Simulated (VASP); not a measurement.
Here is a VASP 6.6.1 calculation.

Contents of INCAR:

```
  AGGAC = 1.0
  AGGAX = 1.0
  ALDAC = 0.0
  ALDAX = 1.0
  ALGO = Normal
  EDIFF = 1E-6
  ENCUT = 520
  GGA = B5
  ISIF = 2
  ISMEAR = -1
  LASPH = T
  LCHARG = F
  LREAL = F
  LWAVE = F
  NBANDS = 24
  NELM = 80
  PREC = Accurate
  SIGMA = 0.1
```

KPOINTS

```
k-points
0
Gamma
  16 16 5
```

Contents of POSCAR:

```
Fe
1.0
    2.5491214781      0.0000000000      0.0000000000
   -1.2745607391      2.2076039574      0.0000000000
    0.0000000000      0.0000000000      8.1953796102
Fe
4
Direct
    0.0000000000      0.0000000000      0.0000000000
    0.0000000000      0.0000000000      0.5000000000
    0.3333333333      0.6666666667      0.2500000000
    0.6666666667      0.3333333333      0.7500000000
```

Potentials or basis: VASP PAW PBE potentials, release 64 (Fe).

Launch:

```bash
$ cat potpaw_PBE.64/Fe/POTCAR > POTCAR
$ mpirun -np 1 vasp_std > vasp.out
```

**Question.** What does it give for the pressure?

**Answer.** -16.0 GPa.

**Question.** What does it give for the band gap on the k mesh?

**Answer.** Zero (bands 16 and 17 overlap by 1.50 eV).

Stress tensor (GPa, compression positive):
```
-15.82   0.00   0.00
  0.00 -15.82   0.00
  0.00   0.00 -16.28
```

Caveat: the cell stands under tension; the PAW data sets were made with another functional, which shifts forces and pressure a little; the run has no spin polarisation, though such a crystal can be magnetic. Spin polarisation is off, so any magnetic state and its effect on volume and gap are missing.
